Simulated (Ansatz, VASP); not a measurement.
**One calculation of SiC7, two programs**

File INCAR:

```
SYSTEM = SiC7
PREC     = Accurate       ! precision mode
ENCUT    = 520            ! plane-wave cutoff, eV
EDIFF    = 1E-6           ! SCF threshold, eV
ISMEAR   = 0              ! smearing method
SIGMA    = 0.02           ! smearing width, eV
LREAL    = Auto         
LASPH    = .True.         ! aspherical terms in the spheres
NELM     = 100            ! most SCF steps
ALGO     = Normal         ! electronic algorithm
ISIF     = 2              ! what is computed and relaxed
LWAVE    = .False.        ! write WAVECAR
LCHARG   = .True.         ! write CHGCAR
GGA      = PE             ! functional
LELF     = .True.         ! ELF
LVHAR    = .True.       
NBANDS   = 66             ! bands
```

File KPOINTS:

```
regular mesh
0
Gamma
  5 5 4
  0 0 0
```

Contents of POSCAR:

```
SiC7
1.0
   -3.8490100000     -3.8488530000      0.0000630000
    0.0217650000      3.8270250000      3.7986440000
   -3.8035350000      3.8034440000     -3.7968280000
C Si
21 3
Direct
    0.5229393426      0.9795328401      0.0170386547
    0.9572953059      0.9795819781      0.0170125252
    0.8360090030      0.1714390329      0.6684467953
    0.6828755881      0.3404637884      0.3330538620
    0.1581592635      0.3404484618      0.3330460357
    0.0008388926      0.5011390731      0.9914427621
    0.8484242685      0.6707995936      0.6575786377
    0.3229094804      0.6707791415      0.6575682595
    0.6684741480      0.8363891199      0.3581462127
    0.1603506401      0.8201254277      0.3222517500
    0.8305949362      0.1605619822      0.9188480274
    0.7050897140      0.3508590108      0.5721476839
    0.1463263027      0.3508376422      0.5721442317
    0.5077598661      0.5149658358      0.2859637826
    0.0016653995      0.5027577903      0.2335291320
    0.3117214762      0.6685063702      0.8995695760
    0.8573396892      0.6685625299      0.8995929777
    0.6711123566      0.8416440129      0.5890270823
    0.1544349399      0.8082881968      0.5555464824
    0.5087003415      0.9922609271      0.2573796569
    0.9841728448      0.9922678205      0.2573651632
    0.3368109064      0.1730343916      0.6330571604
    0.5194265882      0.5383222157      0.0131348141
    0.3084779687      0.1162448158      0.9443236782
```

Input for Ansatz:

```yaml
crystal:
  lattice:
    - [-3.84901, -3.848853, 6.3e-05]
    - [0.021765, 3.827025, 3.798644]
    - [-3.803535, 3.803444, -3.796828]
  atoms:
    - { symbol: C, position: [0.5229393426, 0.9795328401, 0.0170386547] }
    - { symbol: C, position: [0.9572953059, 0.9795819781, 0.0170125252] }
    - { symbol: C, position: [0.836009003, 0.1714390329, 0.6684467953] }
    - { symbol: C, position: [0.6828755881, 0.3404637884, 0.333053862] }
    - { symbol: C, position: [0.1581592635, 0.3404484618, 0.3330460357] }
    - { symbol: C, position: [0.0008388926, 0.5011390731, 0.9914427621] }
    - { symbol: C, position: [0.8484242685, 0.6707995936, 0.6575786377] }
    - { symbol: C, position: [0.3229094804, 0.6707791415, 0.6575682595] }
    - { symbol: C, position: [0.668474148, 0.8363891199, 0.3581462127] }
    - { symbol: C, position: [0.1603506401, 0.8201254277, 0.32225175] }
    - { symbol: C, position: [0.8305949362, 0.1605619822, 0.9188480274] }
    - { symbol: C, position: [0.705089714, 0.3508590108, 0.5721476839] }
    - { symbol: C, position: [0.1463263027, 0.3508376422, 0.5721442317] }
    - { symbol: C, position: [0.5077598661, 0.5149658358, 0.2859637826] }
    - { symbol: C, position: [0.0016653995, 0.5027577903, 0.233529132] }
    - { symbol: C, position: [0.3117214762, 0.6685063702, 0.899569576] }
    - { symbol: C, position: [0.8573396892, 0.6685625299, 0.8995929777] }
    - { symbol: C, position: [0.6711123566, 0.8416440129, 0.5890270823] }
    - { symbol: C, position: [0.1544349399, 0.8082881968, 0.5555464824] }
    - { symbol: C, position: [0.5087003415, 0.9922609271, 0.2573796569] }
    - { symbol: C, position: [0.9841728448, 0.9922678205, 0.2573651632] }
    - { symbol: Si, position: [0.3368109064, 0.1730343916, 0.6330571604] }
    - { symbol: Si, position: [0.5194265882, 0.5383222157, 0.0131348141] }
    - { symbol: Si, position: [0.3084779687, 0.1162448158, 0.9443236782] }
basis:
  ecutwfc: 420
kpoints:
  mp_grid: { grid: [5, 5, 4] }
hamiltonian:
  xc: pbe
scf:
  occupations: { method: gaussian, width: 0.02 }
  n_extra_bands: 12
output:
  forces: true
  stress: true
  eigenvalues: true
  populations: true
  dos:
    method: { smearing: { sigma: 0.1, scheme: gaussian } }
    projected: true
    de: 0.02
  write_density: true
  write_potential: true
  elf: true
  volumetric_format: npy
```

Alike in both runs: task single point; functional PBE; k mesh 5 × 5 × 4; occupations gaussian, width 0.02 eV; no spin polarisation.

|  | VASP | Ansatz |
| --- | --- | --- |
| version | VASP 6.6.1 | Ansatz 0.2.0 |
| potentials or method | VASP PAW PBE potentials, release 64 (C, Si), cutoff 520 eV | scalar-relativistic, plane waves, PAW |
| valence electrons in the cell | 96 | 96 |

|  | VASP | Ansatz | Ansatz less VASP |
| --- | --- | --- | --- |
| gap on the k mesh at the Fermi level (eV) | 1.15 | 1.17 | +0.013 |
| least direct gap on the mesh (eV) | 1.30 | 1.31 | +0.011 |
| pressure (GPa) | 0.1 | -0.1 | -0.19 |
| traceless stress, the component that is largest in VASP (GPa) | -0.08 | 0.03 | +0.114 |
| rms of the force components (eV/Å) | 0.014 | 0.007 | -0.0068 |

Atom by atom the forces differ by 0.010 eV/Å (rms over components).
